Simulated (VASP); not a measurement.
# Li (Fm-3m) in VASP: a series of runs, part 2 of 2

VASP 6.6.1. Earlier steps stand in the parts before.

## (4) Single point, PBEsol (volume scaled by 1.02)

The input, INCAR:

```
SYSTEM = Li
PREC = Accurate
ENCUT = 750
EDIFF = 1E-6
ISMEAR = -1
SIGMA = 0.08
LREAL = .False.
LASPH = .True.
NELM = 120
ALGO = Normal
ISIF = 2
LWAVE = .False.
LCHARG = .False.
GGA = PS
NBANDS = 8
GGA_COMPAT = .False.
```

The input, KPOINTS:

```
regular mesh
0
Gamma
  13 13 13
  0 0 0
```

The input, POSCAR:

```
Li
1.0
    0.0000000000      2.2165832064      2.2165832064
    2.2165832064      0.0000000000      2.2165832064
    2.2165832064      2.2165832064      0.0000000000
Li
1
Direct
    0.0000000000      0.0000000000      0.0000000000
```

Potentials or basis: VASP PAW PBE potentials, release 64 (Li_sv).

Run with:

```sh
> cat potpaw_PBE.64/Li_sv/POTCAR > POTCAR
> mpirun -np 1 vasp_std > vasp.out
```

OUTCAR:

```text
SYSTEM = Li
   PREC = Accurate
   ENCUT = 750
   EDIFF = 1E-6
   ISMEAR = -1
   LREAL = .False.
   LASPH = .True.
   NELM = 120
   ISIF = 2
   GGA = PS

 ion  position               nearest neighbor table
   1  0.000  0.000  0.000-

  LATTYP: Found a face centered cubic cell.
 ALAT       =     4.4331664128

  Lattice vectors:

 A1 = (   0.0000000000,   2.2165832064,   2.2165832064)
 A2 = (   2.2165832064,   0.0000000000,   2.2165832064)
 A3 = (   2.2165832064,   2.2165832064,   0.0000000000)

Analysis of symmetry for initial positions (statically):
=====================================================================
 Subroutine PRICEL returns:
 Original cell was already a primitive cell.

 Routine SETGRP: Setting up the symmetry group for a
 face centered cubic supercell.

 Subroutine GETGRP returns: Found 48 space group operations
 (whereof 48 operations were pure point group operations)
 out of a pool of 48 trial point group operations.

The static configuration has the point symmetry O_h .

Analysis of symmetry for dynamics (positions and initial velocities):
=====================================================================
 Subroutine PRICEL returns:
 Original cell was already a primitive cell.

 Routine SETGRP: Setting up the symmetry group for a
 face centered cubic supercell.

 Subroutine GETGRP returns: Found 48 space group operations
 (whereof 48 operations were pure point group operations)
 out of a pool of 48 trial point group operations.

The dynamic configuration has the point symmetry O_h .

 Subroutine INISYM returns: Found 48 space group operations
 (whereof 48 operations are pure point group operations),
 and found     1 'primitive' translations

----------------------------------------------------------------------------------------

                                     Primitive cell

[... 107 lines left out ...]
     AMIX     =   0.40;   BMIX     =  1.00
     AMIX_MAG =   1.60;   BMIX_MAG =  1.00
  volume/ion in A,a.u.               =      21.78       146.99
  Fermi-wavevector in a.u.,A,eV,Ry     =   0.845450  1.597669  9.725248  0.714786
  Thomas-Fermi vector in A             =   1.960640
   LORBIT       =      0    0 simple, 1 ext, 2 COOP (PROOUT), +10 PAW based schemes
   GGA     = PS    functional components
   LHFCALC =     F    Hartree Fock is set to
   AEXX    =    0.0000 exact exchange contribution
   IVDW    =     0    specifies the selected vdW correction
   LEPSILON=     F    determine dielectric tensor
   LRPA    =     F    only Hartree local field effects (RPA)
 non-spin polarized calculation
  energy-cutoff  :      750.00
  volume of cell :       21.78
 maximum number of plane-waves:      1028
   NGX = 13   NGY = 13   NGZ = 13

 number of electron       2.9999999 magnetization

 Free energy of the ion-electron system (eV)
  ---------------------------------------------------
  ext. energy  EPLUGINS =         0.00000000
  ---------------------------------------------------
  free energy    TOTEN  =        -1.96697272 eV

  energy without entropy =       -1.95444266  energy(sigma->0) =       -1.96070769

 E-fermi :   0.4510     XC(G=0):  -6.8447

 val. band max:        0.4174751564   @ k =  -0.2308   0.3077   0.0769
 cond. band min:       0.4843108992   @ k =  -0.3846   0.1538   0.0000
 fundamental gap:      0.0668357428
 Fermi energy:         0.4510333839

 k-point     1 :       0.0000    0.0000    0.0000
  band No.  band energies     occupation
      1     -45.5940      2.00000
      2      -3.0368      2.00000
      3      14.1030      0.00000
      4      14.1030      0.00000
      5      14.1030      0.00000
      6      17.8308      0.00000
      7      17.8308      0.00000
      8      17.8308      0.00000
[... 243 lines left out ...]
 k-point    24 :       0.4615    0.1538    0.0000
  band No.  band energies     occupation
      1     -45.5794      2.00000
      2       0.1786      1.93577
      3       4.3603      0.00000
      4      10.7955      0.00000
      5      10.8334      0.00000
      6      14.0518      0.00000
      7      19.1970      0.00000
      8      19.4319      0.00000

 [... further k-points ...]

------------------------ aborting loop because EDIFF is reached ----------------------------------------

  FORCE on cell =-STRESS in cart. coord.  units (eV):
  Direction    XX          YY          ZZ          XY          YZ          ZX
  --------------------------------------------------------------------------------------
  -------------------------------------------------------------------------------------
  Total       -0.1342006     -0.1342006     -0.1342006     -0.0000000     -0.0000000      0.0000000
  in kB       -9.8714923     -9.8714923     -9.8714923     -0.0000000     -0.0000000      0.0000000
  external PRESSURE =      -9.8714923 kB  Pullay stress =       0.0000000 kB

 VOLUME and BASIS-vectors are now :
 -----------------------------------------------------------------------------
  energy-cutoff  :      750.00
  volume of cell :       21.78
      direct lattice vectors                 reciprocal lattice vectors
     0.000000000  2.216583206  2.216583206    -0.225572403  0.225572403  0.225572403
     2.216583206  0.000000000  2.216583206     0.225572403 -0.225572403  0.225572403
     2.216583206  2.216583206  0.000000000     0.225572403  0.225572403 -0.225572403

 POSITION                                       TOTAL-FORCE (eV/Angst)
 -----------------------------------------------------------------------------------
      0.00000      0.00000      0.00000         0.000000      0.000000     -0.000000
 -----------------------------------------------------------------------------------
    total drift:                               -0.000000     -0.000000     -0.000000

  FREE ENERGIE OF THE ION-ELECTRON SYSTEM (eV)
  ---------------------------------------------------
  free  energy   TOTEN  =        -1.9669727185 eV

  energy  without entropy=       -1.9544426611  energy(sigma->0) =       -1.96070769
```

stdout:

```text
POSCAR found type information on POSCAR Li
 POSCAR found :  1 types and       1 ions
 scaLAPACK will be used
 -----------------------------------------------------------------------------
|                                                                             |
|                                                                             |
|     You enforced a specific xc type in the INCAR file but a different       |
|     I HOPE YOU KNOW WHAT YOU ARE DOING!                                     |
|                                                                             |
 -----------------------------------------------------------------------------

 LDA part: xc-table for (Slater+PW92), standard interpolation
 POSCAR, INCAR and KPOINTS ok, starting setup
 FFT: planning ... GRIDC
 FFT: planning ... GRID_SOFT
 FFT: planning ... GRID
 WAVECAR not read
 entering main loop
```

Wall time 8.4 s (1 thread of Intel Xeon Platinum 8559C (Emerald Rapids), shared host); peak memory 0.15 GiB.

What came out:

```
Free energy : -1.9670 eV
Pressure    : -1.0 GPa
```

Caveat: the PAW data sets were made with another functional, which shifts forces and pressure a little.

## (5) Overview

```tsv
cell	gap on the mesh (eV)	pressure (GPa)
a = 3.104 Å, angles 60.0°, 1 atom	none	-0.7
a = 3.155 Å, angles 60.0°, 1 atom	none	-1.2
a = 3.135 Å, angles 60.0°, 1 atom	none	-1.0
```

Alike in all rows: task single point; level PBEsol; potentials or basis VASP PAW PBE potentials, release 64 (Li_sv); no spin polarisation; k mesh 13 × 13 × 13; cutoff (eV) 750; smearing fermi-dirac 0.08 eV.

Caveats: the PAW data sets were made with another functional, which shifts forces and pressure a little.

Absolute energies hang on the potentials; compare differences alone.
